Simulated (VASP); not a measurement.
## Al3Pt2: single point with r2SCAN

The system is Al3Pt2.

```
CELL_PARAMETERS angstrom
4.20714 0.00000 0.00000
-2.10357 3.64349 0.00000
0.00000 0.00000 5.18896
ATOMIC_POSITIONS crystal
Al 0.00000 0.00000 0.00000
Al 0.33333 0.66667 0.64683
Al 0.66667 0.33333 0.35317
Pt 0.33333 0.66667 0.16613
Pt 0.66667 0.33333 0.83387
```

- Program: VASP 6.6.1
- Task: single point
- Functional: r2SCAN
- Potentials or basis: VASP PAW PBE potentials, release 64 (Al, Pt)
- Cutoff: 550 eV
- k mesh: 6 × 6 × 4
- Occupations: gaussian, width 0.1 eV
- Spin: no spin polarisation

```yaml
Pressure: 0.2 GPa
Largest_force: 0.049 eV/Å
Band_gap_on_the_k_mesh: zero (an odd number of electrons rules out a gap without spin polarisation)
```

Forces in eV/Å, atoms in the order of the input:
```
Al   0.000  0.000  0.000
Al   0.000  0.000  0.003
Al   0.000  0.000 -0.003
Pt   0.000  0.000  0.049
Pt   0.000  0.000 -0.049
```

Stress tensor (GPa, compression positive):
```
 0.38  0.00  0.00
 0.00  0.38  0.00
 0.00  0.00 -0.29
```

Levels at points of the mesh, in eV from the Fermi level:
```csv
k point,band 13,band 14,band 15,band 16,band 17,band 18
"(0.00, 0.00, 0.00)",-2.39,1.32,1.32,3.44,4.05,4.05
"(0.50, 0.00, 0.00)",-2.60,-2.56,-2.16,1.54,2.45,3.34
"(0.00, 0.00, 0.50)",2.42,2.42,2.51,2.94,2.94,2.95
"(0.50, 0.00, 0.50)",-3.40,-1.99,-0.65,2.02,2.71,3.83
```

Wall time 4.4 min on 1 thread of Oxide Virtual Turin-like Processor, on a shared host, peak memory 0.19 GiB.

Caveat: the PAW data sets were made with another functional, which shifts forces and pressure a little; spin-orbit coupling is left out, which moves the levels of the heavy elements.
